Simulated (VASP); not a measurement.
Sb, 2 atoms in the cell. The structure is trigonal, space group R-3m (No. 166). The conventional cell has a = 4.470 Å, b = 4.470 Å, c = 11.000 Å, α = 90.00°, β = 90.00°, γ = 120.00°. Sb (site symmetry 3m) has 6 Sb at 3.03 to 3.31 Å within 4.0 Å.  This cell differs from its parent crystal: strained.

```yaml
Program: VASP 6.6.1
Task: single point
Functional: PBE
Potentials_or_basis: VASP PAW PBE potentials, release 64 (Sb)
Cutoff: 500 eV
k_mesh: 12 × 12 × 12
Occupations: gaussian, width 0.1 eV
Spin: no spin polarisation
Dipole_correction: no
Further_INCAR_settings: ALGO = Normal; EDIFF = 1e-06; NBANDS = 12
```

Potentials or basis: VASP PAW PBE potentials, release 64 (Sb).

Command:

```console
$ cat potpaw_PBE.64/Sb/POTCAR > POTCAR
$ mpirun -np 1 vasp_std > vasp.out
```

Hardware: 1 thread of Intel Xeon 8259CL, on a shared host.

Problem. How long does it take, and how much memory?

Solution. Run time: 88 s on 1 thread of Intel Xeon 8259CL, with other jobs on the host, peak memory 0.28 GiB. Counts: scf iterations 11, k points 189.
